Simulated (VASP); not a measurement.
Sb: relaxation of cell and atoms with BLYP

The system is Sb.

```
CELL_PARAMETERS angstrom
3.37496 0.00000 0.00000
-1.68748 2.92280 0.00000
0.00000 0.00000 5.51131
ATOMIC_POSITIONS crystal
Sb 0.33333 0.66667 0.25000
Sb 0.66667 0.33333 0.75000
```

```yaml
Program: VASP 6.6.1
Task: relaxation of cell and atoms
Functional: BLYP
Potentials_or_basis: VASP PAW PBE potentials, release 64 (Sb)
Cutoff: 600 eV
k_mesh: 11 × 11 × 6
Occupations: fermi-dirac, width 0.1 eV
Spin: no spin polarisation
Dipole_correction: no
Further_INCAR_settings: ALGO = Normal; EDIFF = 1e-06; IBRION = 2; EDIFFG = -0.01; NSW = 80; ISIF = 3
```

The relaxed volume is 30.37 Å³/atom. The relaxed cell is a = 3.471 Å, b = 3.471 Å, c = 5.821 Å, α = 90.00°, β = 90.00°, γ = 120.00°, the space group after relaxing (to 0.05 Å) is P6_3/mmc (No. 194) and the energy gained by relaxing is 56.6 meV/atom. The ionic steps are 7. The pressure after relaxing is 0.0 GPa. The band gap on the k mesh is zero (band 5 reaches 11.27 eV, above the bottom of band 6 at 5.14 eV).

Step by step:
```tsv
step	energy change (eV)	largest force (eV/Å)	pressure (GPa)	volume (Å³)
1	0.0000	0.0000	6.22	54.37
2	-0.0983	0.0000	-1.64	63.10
3	-0.1111	0.0000	0.00	60.62
4	-0.1110	0.0000	-0.10	60.75
5	-0.1122	0.0000	-0.08	60.75
6	-0.1131	0.0000	-0.05	60.74
7	-0.1132	0.0000	-0.03	60.74
```

Final structure:
```yaml
crystal:
  lattice:
    - [3.47101, 0.00000, 0.00000]
    - [-1.73550, 3.00598, 0.00000]
    - [0.00000, 0.00000, 5.82117]
  atoms:
    - { symbol: Sb, position: [0.33333, 0.66667, 0.25000] }
    - { symbol: Sb, position: [0.66667, 0.33333, 0.75000] }
```

Levels at points of the mesh, in eV from the Fermi level:
```csv
k point,band 3,band 4,band 5,band 6,band 7,band 8
"(0.00, 0.00, 0.00)",-5.05,3.12,3.12,4.00,4.37,4.37
"(0.00, 0.00, 0.50)",-1.11,-1.11,3.73,3.73,3.73,3.73
```

It took 78 s on 1 thread of Intel(R) Xeon(R) 6975P-C (Granite Rapids), with other jobs on the host, peak memory 0.21 GiB.

Caveat: the PAW data sets were made with another functional, which shifts forces and pressure a little; spin-orbit coupling is left out, which moves the levels of the heavy elements.
